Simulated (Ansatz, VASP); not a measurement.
## One calculation of Rh, two programs

Contents of INCAR:

```
SYSTEM = Rh
ALGO = Normal
EDIFF = 1E-6
ENCUT = 520
ISIF = 2
ISMEAR = -1
LASPH = .True.
LCHARG = .False.
LREAL = .False.
LWAVE = .False.
NBANDS = 22
NELM = 80
PREC = Accurate
SIGMA = 0.1
```

Contents of KPOINTS:

```
k-points
0
Gamma
  11 11 11
  0 0 0
```

The input POSCAR:

```
Rh
1.0
    0.0000000000      2.7999196171      2.7999196171
    2.7999196171      0.0000000000      2.7999196171
    2.7999196171      2.7999196171      0.0000000000
Rh
2
Direct
    0.1250000000      0.1250000000      0.1250000000
    0.8750000000      0.8750000000      0.8750000000
```

Input for Ansatz:

```yaml
crystal:
  lattice:
    - [0.0, 2.7999196171, 2.7999196171]
    - [2.7999196171, 0.0, 2.7999196171]
    - [2.7999196171, 2.7999196171, 0.0]
  atoms:
    - { symbol: Rh, position: [0.125, 0.125, 0.125] }
    - { symbol: Rh, position: [0.875, 0.875, 0.875] }
hamiltonian:
  xc: lda
  pseudopotentials:
    kind: paw
    azcp:
      Rh: "pseudopotentials/Rh.paw.azcp"
basis:
  ecutwfc: 420
  fft_grid_basis: typed
kpoints:
  mp_grid: { grid: [11, 11, 11], shift: [0, 0, 0] }
magnetization:
  spin_polarized: false
scf:
  occupations: { method: fermi_dirac, width: 0.1 }
  lower_state_search: "off"
output:
  stress: true
```

Alike in both runs: task single point; functional LDA; k mesh 11 × 11 × 11; occupations fermi-dirac, width 0.1 eV; no spin polarisation.

|  | VASP | Ansatz |
| --- | --- | --- |
| version | VASP 6.6.1 | Ansatz 0.2.0 |
| potentials or method | VASP PAW LDA potentials, release 64 (Rh_pv), cutoff 520 eV | plane waves (420 eV) with PAW, scalar-relativistic |
| valence electrons in the cell | 30 | 34 |

|  | VASP | Ansatz | Ansatz less VASP |
| --- | --- | --- | --- |
| pressure (GPa) | -13.4 | -13.8 | -0.42 |

Ansatz warns that its potentials were made for another functional, while VASP's fit it. LDA's correlation is that of Perdew and Zunger in VASP and of Perdew and Wang (1992) in Ansatz. VASP's potentials hold 30 valence electrons a cell and Ansatz's 34, so a difference there can come from the potentials and not from the codes.
